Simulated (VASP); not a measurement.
SiO2, 12 atoms in the cell. It takes space group I4/mmm (No. 139, tetragonal). Conventional cell: a = 8.939 Å, b = 8.939 Å, c = 5.231 Å, α = 90.00°, β = 90.00°, γ = 90.00°. Si (site symmetry m2m) has 4 O at 1.60 to 1.61 Å within 2.1 Å. Within 2.1 Å of O (site symmetry 2/m) lie 2 Si at 1.60 Å. Within 2.1 Å of O (site symmetry m2m) lie 2 Si at 1.61 Å. 

```yaml
Program: VASP 6.6.1
Task: single point
Functional: PBE
Potentials_or_basis: VASP PAW PBE potentials, release 64 (Si, O)
Cutoff: 520 eV
k_mesh: 6 × 6 × 6
Occupations: fermi-dirac, width 0.02 eV
Spin: no spin polarisation
Dipole_correction: no
Further_INCAR_settings: ALGO = Normal; EDIFF = 1e-07; NBANDS = 44
```

Potentials or basis: VASP PAW PBE potentials, release 64 (Si, O).

Launch:

```bash
$ cat potpaw_PBE.64/Si/POTCAR potpaw_PBE.64/O/POTCAR > POTCAR
$ mpirun -np 1 vasp_std > vasp.out
```

Hardware: 1 thread of Intel(R) Xeon(R) Platinum 8488C (Sapphire Rapids), on a shared host.

Task: Estimate the wall time of this run.

Result: It took 7.2 min on 1 thread of Intel(R) Xeon(R) Platinum 8488C (Sapphire Rapids), on a shared host, peak memory 0.48 GiB. Counts: scf iterations 16, k points 30.
